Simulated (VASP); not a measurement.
# SrLiH3 (P4/mmm) in VASP: notebook

SrLiH3 is run at these levels: PBE; tasks: single point.

All numbers are computed with VASP 6.6.1; they aren't measurements. Logs are shortened: lines on timing, memory, paths and dates and some standing lists are left out, and cuts for length are marked.

## Step 1: The cell of the first run

It takes space group P4/mmm (No. 123, tetragonal). The conventional cell has a = 4.399 Å, b = 4.399 Å, c = 4.631 Å, α = 90.00°, β = 90.00°, γ = 90.00°. Li (site symmetry 4/mmm) has 12 H at 3.11 to 3.19 Å and 8 Sr at 3.88 Å within 4.1 Å. Sr (site symmetry 4/mmm) has 6 H at 2.20 to 2.32 Å within 2.9 Å. H (site symmetry mmm) has 2 Sr at 2.20 Å within 2.9 Å. H (site symmetry 4/mmm) has 2 Sr at 2.32 Å and 4 Li at 3.11 Å and 8 H at 3.19 Å within 3.2 Å.

## Step 2: Single point, PBE (strain -0.050 along x and y, +0.000 along z)

INCAR reads:

```
SYSTEM = SrLiH3
ALGO = Normal ; EDIFF = 1E-6
ENCUT = 520 ; GGA = PE
ISIF = 2 ; ISMEAR = 0
LASPH = .True. ; LCHARG = .False.
LREAL = .False. ; LWAVE = .False.
NBANDS = 16 ; NELM = 100
PREC = Accurate ; SIGMA = 0.05
```

KPOINTS reads:

```
k-points
0
Gamma
  6 6 6
  0 0 0
```

POSCAR reads:

```
SrLiH3
1.0
    4.3992514500      0.0000000000      0.0000000000
    0.0000000000      4.3992514500      0.0000000000
    0.0000000000      0.0000000000      4.6307910000
Li Sr H
1 1 3
Direct
    0.0000000000      0.0000000000      0.0000000000
    0.5000000000      0.5000000000      0.5000000000
    0.0000000000      0.5000000000      0.5000000000
    0.5000000000      0.0000000000      0.5000000000
    0.5000000000      0.5000000000      0.0000000000
```

Potentials or basis: VASP PAW PBE potentials, release 64 (Li_sv, Sr_sv, H).

On the command line:

```
cat potpaw_PBE.64/Li_sv/POTCAR potpaw_PBE.64/Sr_sv/POTCAR potpaw_PBE.64/H/POTCAR > POTCAR
mpirun -np 1 vasp_std > vasp.out
```

OUTCAR:

```text
SYSTEM = SrLiH3
   EDIFF = 1E-6
   ENCUT = 520
   GGA = PE
   ISIF = 2
   ISMEAR = 0
   LASPH = .True.
   LREAL = .False.
   NELM = 100
   PREC = Accurate

 ion  position               nearest neighbor table
   1  0.000  0.000  0.000-
   2  0.500  0.500  0.500-   3 2.20   4 2.20   4 2.20   3 2.20   5 2.32   5 2.32
   3  0.000  0.500  0.500-   2 2.20   2 2.20
   4  0.500  0.000  0.500-   2 2.20   2 2.20
   5  0.500  0.500  0.000-   2 2.32   2 2.32

  LATTYP: Found a simple tetragonal cell.
 ALAT       =     4.3992514500
 C/A-ratio  =     1.0526315789

  Lattice vectors:

 A1 = (   4.3992514500,   0.0000000000,   0.0000000000)
 A2 = (   0.0000000000,   4.3992514500,   0.0000000000)
 A3 = (   0.0000000000,   0.0000000000,   4.6307910000)

Analysis of symmetry for initial positions (statically):
=====================================================================
 Subroutine PRICEL returns:
 Original cell was already a primitive cell.

 Routine SETGRP: Setting up the symmetry group for a
 simple tetragonal supercell.

 Subroutine GETGRP returns: Found 16 space group operations
 (whereof 16 operations were pure point group operations)
 out of a pool of 16 trial point group operations.

The static configuration has the point symmetry D_4h.

Analysis of symmetry for dynamics (positions and initial velocities):
=====================================================================
 Subroutine PRICEL returns:
 Original cell was already a primitive cell.

 Routine SETGRP: Setting up the symmetry group for a
 simple tetragonal supercell.

 Subroutine GETGRP returns: Found 16 space group operations
 (whereof 16 operations were pure point group operations)
 out of a pool of 16 trial point group operations.

The dynamic configuration has the point symmetry D_4h.

 Subroutine INISYM returns: Found 16 space group operations
 (whereof 16 operations are pure point group operations),
 and found     1 'primitive' translations

----------------------------------------------------------------------------------------

                                     Primitive cell

  volume of cell :      89.6216

  direct lattice vectors                    reciprocal lattice vectors
     4.399251450  0.000000000  0.000000000     0.227311399  0.000000000  0.000000000
     0.000000000  4.399251450  0.000000000     0.000000000  0.227311399  0.000000000
     0.000000000  0.000000000  4.630791000     0.000000000  0.000000000  0.215945829

  length of vectors
     4.399251450  4.399251450  4.630791000     0.227311399  0.227311399  0.215945829

  position of ions in fractional coordinates (direct lattice)
     0.000000000  0.000000000  0.000000000
     0.500000000  0.500000000  0.500000000
     0.000000000  0.500000000  0.500000000
     0.500000000  0.000000000  0.500000000
     0.500000000  0.500000000  0.000000000

  ion indices of the primitive-cell ions
   primitive index   ion index
                 1           1
                 2           2
                 3           3
                 4           4
                 5           5

----------------------------------------------------------------------------------------

 KPOINTS: k-points

Automatic generation of k-mesh.
 Grid dimensions read from file:
 generate k-points for:    6    6    6

 Generating k-lattice:

  Cartesian coordinates                     Fractional coordinates (reciprocal lattice)
     0.037885233  0.000000000  0.000000000     0.166666667  0.000000000  0.000000000
     0.000000000  0.037885233  0.000000000     0.000000000  0.166666667  0.000000000
     0.000000000  0.000000000  0.035990971     0.000000000  0.000000000  0.166666667

  Length of vectors
     0.037885233  0.037885233  0.035990971

  Shift w.r.t. Gamma in fractional coordinates (k-lattice)
     0.000000000  0.000000000  0.000000000

 Subroutine IBZKPT returns following result:
 ===========================================

 Found     40 irreducible k-points:

 Following reciprocal coordinates:
            Coordinates               Weight
  0.000000  0.000000  0.000000      1.000000
  0.166667  0.000000  0.000000      4.000000
  0.333333  0.000000  0.000000      4.000000
  0.500000  0.000000  0.000000      2.000000
  0.166667  0.166667  0.000000      4.000000
  0.333333  0.166667  0.000000      8.000000
[... 16 lines left out ...]
  0.333333  0.000000  0.333333      8.000000
  0.500000  0.000000  0.333333      4.000000
 [... further k-points ...]
   k-points           NKPTS =     40   k-points in BZ     NKDIM =     40   number of bands    NBANDS=     16
   number of dos      NEDOS =    301   number of ions     NIONS =      5
   total plane-waves  NPLWV =  46656
   dimension x,y,z NGX =    36 NGY =   36 NGZ =   36
   dimension x,y,z NGXF=    72 NGYF=   72 NGZF=   72
   ions per type =               1   1   3
   NGX,Y,Z   is equivalent  to a cutoff of  13.60, 13.60, 12.92 a.u.
   NGXF,Y,Z  is equivalent  to a cutoff of  27.21, 27.21, 25.85 a.u.
 SYSTEM =  SrLiH3
   PREC   = accura    normal or accurate (medium, high low for compatibility)
   ISTART =      0    job   : 0-new  1-cont  2-samecut
   ICHARG =      2    charge: 1-file 2-atom 10-const
   ISPIN  =      1    spin polarized calculation?
   LNONCOLLINEAR =      F non collinear calculations
   LSORBIT =      F    spin-orbit coupling
   LASPH  =      T    aspherical Exc in radial PAW
   ENCUT  =  520.0 eV  38.22 Ry    6.18 a.u.   8.18  8.18  8.61*2*pi/ulx,y,z
   NELM   =    100;   NELMIN=  2; NELMDL= -5     # of ELM steps
   EDIFF  = 0.1E-05   stopping-criterion for ELM
   LREAL  =      F    real-space projection
   EDIFFG = 0.1E-04   stopping-criterion for IOM
   NSW    =      0    number of steps for IOM
   IBRION =     -1    ionic relax: 0-MD 1-quasi-New 2-CG
   NFREE  =      0    steps in history (QN), initial steepest desc. (CG)
   ISIF   =      2    stress and relaxation
   ISYM   =      2    0-nonsym 1-usesym 2-fastsym
   POTIM  = 0.5000    time-step for ionic-motion
   TEBEG  =    0.0;   TEEND  =   0.0 temperature during run
   PSTRESS=    0.0 pullay stress
   NELECT =      16.0000    total number of electrons
   NUPDOWN=      -1.0000    fix difference up-down
   EMIN   =  10.00;   EMAX   =-10.00  energy-range for DOS
   EFERMI =   0.00;   METHOD = LEGACY
   ISMEAR =     0;   SIGMA  =   0.05  broadening in eV -4-tet -1-fermi 0-gaus
   EFERMI_NEDOS =   21; number of points for ismear=-14 and -15
   IALGO  =     38    algorithm
   IMIX   =      4    mixing-type and parameters
     AMIX     =   0.40;   BMIX     =  1.00
     AMIX_MAG =   1.60;   BMIX_MAG =  1.00
  volume/ion in A,a.u.               =      17.92       120.96
  Fermi-wavevector in a.u.,A,eV,Ry     =   0.921815  1.741978 11.561461  0.849743
  Thomas-Fermi vector in A             =   2.047273
   LORBIT       =      0    0 simple, 1 ext, 2 COOP (PROOUT), +10 PAW based schemes
   GGA     = PE    functional components
   LHFCALC =     F    Hartree Fock is set to
   AEXX    =    0.0000 exact exchange contribution
   IVDW    =     0    specifies the selected vdW correction
   LEPSILON=     F    determine dielectric tensor
   LRPA    =     F    only Hartree local field effects (RPA)
 non-spin polarized calculation
 Gauss-broadening in eV      SIGMA  =   0.05
  energy-cutoff  :      520.00
  volume of cell :       89.62
 maximum number of plane-waves:      2464
 NGX is ok and might be reduce to    36
   NGX = 17   NGY = 17   NGZ = 17

 number of electron      15.9999995 magnetization

 Free energy of the ion-electron system (eV)
  ---------------------------------------------------
  ext. energy  EPLUGINS =         0.00000000
  ---------------------------------------------------
  free energy    TOTEN  =       -13.73678076 eV

  energy without entropy =      -13.73678076  energy(sigma->0) =      -13.73678076

 E-fermi :  -0.6870     XC(G=0):  -7.0894

 val. band max:       -0.9814628372   @ k =   0.5000   0.5000   0.5000
 cond. band min:       0.5195712445   @ k =   0.5000   0.0000   0.5000
 fundamental gap:      1.5010340817
 Fermi energy:        -0.6870153457

 k-point     1 :       0.0000    0.0000    0.0000
  band No.  band energies     occupation
      1     -48.6027      2.00000
      2     -33.7410      2.00000
      3     -15.8610      2.00000
      4     -15.8178      2.00000
      5     -15.8178      2.00000
      6      -4.5237      2.00000
[... 8 lines left out ...]
     15       6.2804      0.00000
     16       8.8415      0.00000

 k-point     2 :       0.1667    0.0000    0.0000
  band No.  band energies     occupation
      1     -48.6026      2.00000
      2     -33.7395      2.00000
      3     -15.8681      2.00000
      4     -15.8586      2.00000
      5     -15.8156      2.00000
      6      -4.3148      2.00000
[... 8 lines left out ...]
     15       6.4498      0.00000
     16       7.9432      0.00000

 k-point     3 :       0.3333    0.0000    0.0000
  band No.  band energies     occupation
      1     -48.6026      2.00000
      2     -33.7365      2.00000
      3     -15.9660      2.00000
      4     -15.8539      2.00000
      5     -15.8111      2.00000
      6      -3.8612      2.00000
[... 8 lines left out ...]
     15       6.8145      0.00000
     16       7.0052      0.00000

 k-point     4 :       0.5000    0.0000    0.0000
  band No.  band energies     occupation
      1     -48.6026      2.00000
      2     -33.7349      2.00000
      3     -16.0136      2.00000
      4     -15.8516      2.00000
      5     -15.8089      2.00000
      6      -3.6005      2.00000
[... 8 lines left out ...]
     15       6.8234      0.00000
     16       7.1716      0.00000
[... 324 lines left out ...]
 k-point    22 :       0.1667    0.0000    0.3333
  band No.  band energies     occupation
      1     -48.6026      2.00000
      2     -33.7373      2.00000
      3     -15.9480      2.00000
      4     -15.8638      2.00000
      5     -15.8118      2.00000
      6      -3.7131      2.00000
[... 8 lines left out ...]
     15       7.6161      0.00000
     16       7.7325      0.00000

 k-point    23 :       0.3333    0.0000    0.3333
  band No.  band energies     occupation
      1     -48.6026      2.00000
      2     -33.7342      2.00000
      3     -15.9608      2.00000
      4     -15.9422      2.00000
      5     -15.8074      2.00000
      6      -3.2324      2.00000
[... 8 lines left out ...]
     15       7.1530      0.00000
     16       7.4962      0.00000

 k-point    24 :       0.5000    0.0000    0.3333
  band No.  band energies     occupation
      1     -48.6026      2.00000
      2     -33.7327      2.00000
      3     -16.0080      2.00000
      4     -15.9393      2.00000
      5     -15.8053      2.00000
      6      -2.9733      2.00000
[... 8 lines left out ...]
     15       6.6502      0.00000
     16       6.8168      0.00000

 [... further k-points ...]

------------------------ aborting loop because EDIFF is reached ----------------------------------------

  FORCE on cell =-STRESS in cart. coord.  units (eV):
  Direction    XX          YY          ZZ          XY          YZ          ZX
  --------------------------------------------------------------------------------------
  -------------------------------------------------------------------------------------
  Total        2.2337895      2.2337895      0.5292953      0.0000000      0.0000000      0.0000000
  in kB       39.9337485     39.9337485      9.4622823      0.0000000      0.0000000      0.0000000
  external PRESSURE =      29.7765931 kB  Pullay stress =       0.0000000 kB

 VOLUME and BASIS-vectors are now :
 -----------------------------------------------------------------------------
  energy-cutoff  :      520.00
  volume of cell :       89.62
      direct lattice vectors                 reciprocal lattice vectors
     4.399251450  0.000000000  0.000000000     0.227311399  0.000000000  0.000000000
     0.000000000  4.399251450  0.000000000     0.000000000  0.227311399  0.000000000
     0.000000000  0.000000000  4.630791000     0.000000000  0.000000000  0.215945829

 POSITION                                       TOTAL-FORCE (eV/Angst)
 -----------------------------------------------------------------------------------
      0.00000      0.00000      0.00000         0.000000      0.000000      0.000000
      2.19963      2.19963      2.31540         0.000000      0.000000      0.000000
      0.00000      2.19963      2.31540         0.000000      0.000000      0.000000
      2.19963      0.00000      2.31540         0.000000      0.000000      0.000000
      2.19963      2.19963      0.00000         0.000000      0.000000      0.000000
 -----------------------------------------------------------------------------------
    total drift:                                0.000000      0.000000      0.000000

  FREE ENERGIE OF THE ION-ELECTRON SYSTEM (eV)
  ---------------------------------------------------
  free  energy   TOTEN  =       -13.7367807637 eV

  energy  without entropy=      -13.7367807637  energy(sigma->0) =      -13.73678076
```

Wall time 58 s (1 thread of Intel Xeon 8259CL, shared host); peak memory 0.24 GiB.

What came out:

* Free energy: -13.7368 eV
* Band gap on the k mesh: 1.50 eV (least direct gap 2.01 eV)

Caveat: the cell differs from its parent crystal (strain -0.050 along x and y, +0.000 along z); the cutoff is under 1.25 times the usual one of these potentials, so pressure, stress and relaxed cells hold a basis-set (Pulay) error. A k mesh can miss the band edges.

(Part 1 of 3 ends here.)
